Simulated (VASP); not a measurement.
# C (Fd-3m) in VASP: notebook, part 2 of 2

VASP 6.6.1.

## Step 3: Single point, PBE (strain -2.0%)

Contents of INCAR:

```
SYSTEM = C
PREC     = Accurate       ! precision mode
ENCUT    = 520            ! plane-wave cutoff, eV
EDIFF    = 1E-6           ! SCF threshold, eV
ISMEAR   = 0              ! smearing method
SIGMA    = 0.01           ! smearing width, eV
LREAL    = .FALSE.        ! projectors in reciprocal space
LASPH    = .TRUE.         ! aspherical terms in the spheres
NELM     = 80             ! most SCF steps
ALGO     = Normal         ! electronic algorithm
ISIF     = 2              ! what is computed and relaxed
LWAVE    = .FALSE.        ! write WAVECAR
LCHARG   = .FALSE.        ! write CHGCAR
GGA      = PE             ! functional
NBANDS   = 11             ! bands
```

Contents of KPOINTS:

```
regular mesh
0
G
  6 6 6
  0 0 0
```

Contents of POSCAR:

```
C
1.0
    0.0000000000      1.7445216597      1.7445216597
    1.7445216597      0.0000000000      1.7445216597
    1.7445216597      1.7445216597      0.0000000000
C
2
Direct
    0.0000000000      0.0000000000      0.0000000000
    0.2500000000      0.2500000000      0.2500000000
```

Potentials or basis: VASP PAW PBE potentials, release 64 (C).

On the command line:

```sh
cat potpaw_PBE.64/C/POTCAR > POTCAR
mpirun -np 1 vasp_std > vasp.out
```

OUTCAR:

```text
SYSTEM = C
   PREC = Accurate
   ENCUT = 520
   EDIFF = 1E-6
   ISMEAR = 0
   LREAL = .FALSE.
   LASPH = .TRUE.
   NELM = 80
   ISIF = 2
   GGA = PE

 ion  position               nearest neighbor table
   1  0.000  0.000  0.000-   2 1.51   2 1.51   2 1.51   2 1.51
   2  0.250  0.250  0.250-   1 1.51   1 1.51   1 1.51   1 1.51

  LATTYP: Found a face centered cubic cell.
 ALAT       =     3.4890433194

  Lattice vectors:

[... 400 lines left out ...]
     11      42.5041      0.00000

------------------------ aborting loop because EDIFF is reached ----------------------------------------

  FORCE on cell =-STRESS in cart. coord.  units (eV):
  Direction    XX          YY          ZZ          XY          YZ          ZX
  --------------------------------------------------------------------------------------
  -------------------------------------------------------------------------------------
  Total        2.3588500      2.3588500      2.3588500     -0.0000000      0.0000000     -0.0000000
  in kB      355.9195197    355.9195197    355.9195197     -0.0000000      0.0000000     -0.0000000
  external PRESSURE =     355.9195197 kB  Pullay stress =       0.0000000 kB

 VOLUME and BASIS-vectors are now :
 -----------------------------------------------------------------------------
  energy-cutoff  :      520.00
  volume of cell :       10.62
      direct lattice vectors                 reciprocal lattice vectors
     0.000000000  1.744521660  1.744521660    -0.286611517  0.286611517  0.286611517
     1.744521660  0.000000000  1.744521660     0.286611517 -0.286611517  0.286611517
     1.744521660  1.744521660  0.000000000     0.286611517  0.286611517 -0.286611517

 POSITION                                       TOTAL-FORCE (eV/Angst)
 -----------------------------------------------------------------------------------
      0.00000      0.00000      0.00000         0.000000      0.000000     -0.000000
      0.87226      0.87226      0.87226        -0.000000     -0.000000      0.000000
 -----------------------------------------------------------------------------------
    total drift:                               -0.000000     -0.000000     -0.000000

  FREE ENERGIE OF THE ION-ELECTRON SYSTEM (eV)
  ---------------------------------------------------
  free  energy   TOTEN  =       -18.0922290417 eV

  energy  without entropy=      -18.0922290417  energy(sigma->0) =      -18.09222904
```

OSZICAR:

```text
N       E                     dE             d eps       ncg     rms          rms(c)
DAV:   1    -0.143737283656E+01   -0.14374E+01   -0.48416E+03   360   0.734E+02
DAV:   2    -0.185154078382E+02   -0.17078E+02   -0.16629E+02   460   0.119E+02
DAV:   3    -0.188690850005E+02   -0.35368E+00   -0.35318E+00   418   0.128E+01
DAV:   4    -0.188695614085E+02   -0.47641E-03   -0.47640E-03   382   0.632E-01
DAV:   5    -0.188695619172E+02   -0.50866E-06   -0.50871E-06   411   0.190E-02    0.606E+00
DAV:   6    -0.182863688358E+02    0.58319E+00   -0.30346E-01   352   0.394E+00    0.363E+00
DAV:   7    -0.180901738886E+02    0.19619E+00   -0.36484E-01   373   0.437E+00    0.868E-01
DAV:   8    -0.180921729361E+02   -0.19990E-02   -0.96245E-03   367   0.746E-01    0.467E-02
DAV:   9    -0.180922087908E+02   -0.35855E-04   -0.65352E-05   413   0.652E-02    0.258E-02
DAV:  10    -0.180922289136E+02   -0.20123E-04   -0.14083E-05   376   0.337E-02    0.545E-03
DAV:  11    -0.180922290417E+02   -0.12814E-06   -0.25832E-07   335   0.473E-03
   1 F= -.18092229E+02 E0= -.18092229E+02  d E =-.128924E-24
```

Run time: 5.4 s. Hardware: 1 thread of AMD EPYC 7R13, shared host; peak memory 0.08 GiB.

Results:

* Free energy: -18.0922 eV
* Pressure: 35.6 GPa
* Band gap on the k mesh: 4.30 eV, indirect (least direct gap 5.77 eV)

Caveat: the k points lie up to 0.52 Å⁻¹ apart; the cell differs from its parent crystal (strain -2.0%).

## Step 4: Single point, PBE

This run uses another cell than the first one, of 5.64 Å³/atom, 1.096 times its volume.

Contents of INCAR:

```
SYSTEM = C
PREC = Accurate ; ENCUT = 520
EDIFF = 1E-6 ; ISMEAR = 0
SIGMA = 0.01 ; LREAL = .FALSE.
LASPH = .TRUE. ; NELM = 100
ALGO = Normal ; ISIF = 2
LWAVE = .FALSE. ; LCHARG = .FALSE.
GGA = PE ; NBANDS = 11
```

Contents of KPOINTS:

```
Automatic mesh
0
G
  6 6 6
  0 0 0
```

Contents of POSCAR:

```
C
1.0
    0.0000000000      1.7801241425      1.7801241425
    1.7801241425      0.0000000000      1.7801241425
    1.7801241425      1.7801241425      0.0000000000
C
2
Direct
    0.0000000000      0.0000000000      0.0000000000
    0.2500000000      0.2500000000      0.2500000000
```

On the command line:

```sh
cat potpaw_PBE.64/C/POTCAR > POTCAR
mpirun -np 1 vasp_std > vasp.out
```

Run time: 5.7 s. Hardware: 1 thread of AMD EPYC 7R13, shared host; peak memory 0.08 GiB.

The run converged. Its results:

* Free energy: -18.1743 eV
* Pressure: 5.0 GPa
* Band gap on the k mesh: 4.16 eV, indirect (least direct gap 5.60 eV)

Levels at points of the mesh, in eV from the valence-band top:
```
           k point  band 2  band 3  band 4  band 5  band 6  band 7
(0.00, 0.00, 0.00)    0.00    0.00    0.00    5.60    5.60    5.60
(0.50, 0.00, 0.00)  -13.43   -2.81   -2.81    8.48    8.48    8.92
(0.50, 0.50, 0.00)  -12.80   -6.33   -6.33    4.77    4.77   16.89
```

Caveat: the k points lie up to 0.51 Å⁻¹ apart. PBE gaps usually lie below the measured ones, often by a third to a half.

## Step 5: Single point, PBE (strain -1.0%)

Contents of INCAR:

```
SYSTEM = C
PREC = Accurate
ENCUT = 520
EDIFF = 1E-6
ISMEAR = 0
SIGMA = 0.01
LREAL = .False.
LASPH = .True.
NELM = 60
ALGO = Normal
ISIF = 2
LWAVE = .False.
LCHARG = .False.
GGA = PE
NBANDS = 11
```

Contents of KPOINTS:

```
regular mesh
0
Gamma
  6 6 6
  0 0 0
```

Contents of POSCAR:

```
C
1.0
    0.0000000000      1.7623229011      1.7623229011
    1.7623229011      0.0000000000      1.7623229011
    1.7623229011      1.7623229011      0.0000000000
C
2
Direct
    0.0000000000      0.0000000000      0.0000000000
    0.2500000000      0.2500000000      0.2500000000
```

On the command line:

```sh
cat potpaw_PBE.64/C/POTCAR > POTCAR
mpirun -np 1 vasp_std > vasp.out
```

Wall time 6.1 s (1 thread of AMD EPYC 7R13, shared host); peak memory 0.08 GiB.

The run converged. Its results:

| Property | Result |
| --- | --- |
| Free energy | -18.1487 eV |
| Pressure | 19.4 GPa |
| Band gap on the k mesh | 4.23 eV, indirect (least direct gap 5.69 eV) |

Levels at points of the mesh, in eV from the valence-band top:
| k point | band 2 | band 3 | band 4 | band 5 | band 6 | band 7 |
| --- | --- | --- | --- | --- | --- | --- |
| (0.00, 0.00, 0.00) | 0.00 | 0.00 | 0.00 | 5.69 | 5.69 | 5.69 |
| (0.50, 0.00, 0.00) | -13.77 | -2.89 | -2.89 | 8.61 | 8.61 | 9.34 |
| (0.50, 0.50, 0.00) | -13.02 | -6.52 | -6.52 | 4.83 | 4.83 | 17.36 |

Caveat: the k points lie up to 0.51 Å⁻¹ apart; the cell differs from its parent crystal (strain -1.0%). A k mesh can miss the band edges.

## Step 6: Overview

| cell | gap on the mesh (eV) | pressure (GPa) |
| --- | --- | --- |
| a = 2.442 Å, angles 60.0°, 2 atoms | 4.38 | 53.8 |
| a = 2.467 Å, angles 60.0°, 2 atoms | 4.30 | 35.6 |
| a = 2.517 Å, angles 60.0°, 2 atoms | 4.16 | 5.0 |
| a = 2.492 Å, angles 60.0°, 2 atoms | 4.23 | 19.4 |

Alike in all rows: task single point; level PBE; potentials or basis VASP PAW PBE potentials, release 64 (C); no spin polarisation; k mesh 6 × 6 × 6; cutoff (eV) 520; smearing gaussian 0.01 eV.

Caveats: all runs use coarse meshes.

Total energies depend on the potentials used, so only differences within one code and one set of settings carry meaning.
